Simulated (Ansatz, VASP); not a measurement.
## Na: VASP beside Ansatz

INCAR

```
ALGO     = Normal         # electronic algorithm
EDIFF    = 1E-6           # SCF threshold, eV
ENCUT    = 500            # plane-wave cutoff, eV
GGA_COMPAT= False        
ISIF     = 2              # what is computed and relaxed
ISMEAR   = 0              # smearing method
LASPH    = True           # aspherical terms in the spheres
LCHARG   = False          # write CHGCAR
LREAL    = False          # projectors in reciprocal space
LWAVE    = False          # write WAVECAR
NBANDS   = 18             # bands
NELM     = 120            # most SCF steps
PREC     = Accurate       # precision mode
SIGMA    = 0.1            # smearing width, eV
```

KPOINTS

```
k-points
0
Gamma
  4 4 2
```

The input POSCAR:

```
Na
1.0
    3.1966520447     -1.8565520294      0.0000000000
    3.1966520447      1.8565520294      0.0000000000
   -2.1744518352      0.0000000000      9.3648511597
Na
3
Direct
    0.0000000000      0.0000000000      0.0000000000
    0.2224150000      0.2224150000      0.6666760000
    0.7775850000      0.7775850000      0.3333240000
```

Input for Ansatz:

```yaml
crystal:
  lattice:
    - [3.1966520447, -1.8565520294, 0.0]
    - [3.1966520447, 1.8565520294, 0.0]
    - [-2.1744518352, 0.0, 9.3648511597]
  atoms:
    - { symbol: Na, position: [0.0, 0.0, 0.0] }
    - { symbol: Na, position: [0.222415, 0.222415, 0.666676] }
    - { symbol: Na, position: [0.777585, 0.777585, 0.333324] }
basis:
  ecutwfc: "21 Ha"
kpoints:
  mp_grid: { grid: [4, 4, 2] }
hamiltonian:
  xc: lda
scf:
  occupations: { method: gaussian, width: 0.1 }
  lower_state_search: "off"
output:
  forces: true
  stress: true
  eigenvalues: false
```

Alike in both runs: task single point; functional LDA; k mesh 4 × 4 × 2; occupations gaussian, width 0.1 eV; no spin polarisation.

```csv
,VASP,Ansatz
version,VASP 6.6.1,Ansatz 0.2.0
potentials or method,"VASP PAW LDA potentials, release 64 (Na_pv), cutoff 500 eV","scalar-relativistic, plane waves, PAW"
valence electrons in the cell,21,27
```

```csv
,VASP,Ansatz,Ansatz less VASP
pressure (GPa),-0.7,-0.7,-0.04
"traceless stress, the component that is largest in VASP (GPa)",0.63,0.63,0.000
```

LDA's correlation is that of Perdew and Zunger in VASP and of Perdew and Wang (1992) in Ansatz. VASP's potentials hold 21 valence electrons a cell and Ansatz's 27, so a difference there can come from the potentials and not from the codes.

The k mesh is coarse, so the values compare programs but aren't converged.
